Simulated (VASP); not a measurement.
**GaSb (zinc blende type): single point with PBE**

Crystal: GaSb (zinc blende type).

```
Ga Sb
1.0
     0.00000    3.11000    3.11000
     3.11000    0.00000    3.11000
     3.11000    3.11000    0.00000
Ga Sb
1 1
Direct
  0.00000 0.00000 0.00000
  0.25000 0.25000 0.25000
```

```json
{
  "Program": "VASP 6.6.1",
  "Task": "single point",
  "Functional": "PBE",
  "Potentials or basis": "VASP PAW PBE potentials, release 64 (Ga_d, Sb)",
  "Cutoff": "520 eV",
  "k mesh": "8 × 8 × 8",
  "Occupations": "fermi-dirac, width 0.1 eV",
  "Spin": "no spin polarisation"
}
```

| Quantity | Value |
| --- | --- |
| Pressure | 0.0 GPa |
| Band gap on the k mesh | zero (filled and empty bands touch) |

Levels at points of the mesh, in eV from the Fermi level:
| k point | band 5 | band 6 | band 7 | band 8 | band 9 | band 10 | band 11 | band 12 | band 13 | band 14 |
| --- | --- | --- | --- | --- | --- | --- | --- | --- | --- | --- |
| (0.00, 0.00, 0.00) | -14.99 | -11.24 | -0.40 | -0.09 | -0.09 | -0.09 | 2.70 | 2.70 | 2.70 | 5.67 |
| (0.50, 0.00, 0.00) | -14.99 | -9.73 | -6.22 | -1.17 | -1.17 | 0.21 | 3.65 | 3.65 | 6.40 | 8.95 |
| (0.50, 0.50, 0.00) | -14.99 | -8.98 | -6.68 | -2.50 | -2.50 | 0.86 | 1.25 | 8.27 | 8.27 | 9.56 |

Wall time 52 s on 1 thread of Intel Xeon 8259CL, with other jobs on the host, peak memory 0.21 GiB.

Caveat: semilocal functionals underestimate gaps, and a narrow one can read as zero; spin-orbit coupling is left out, which moves the levels of the heavy elements.
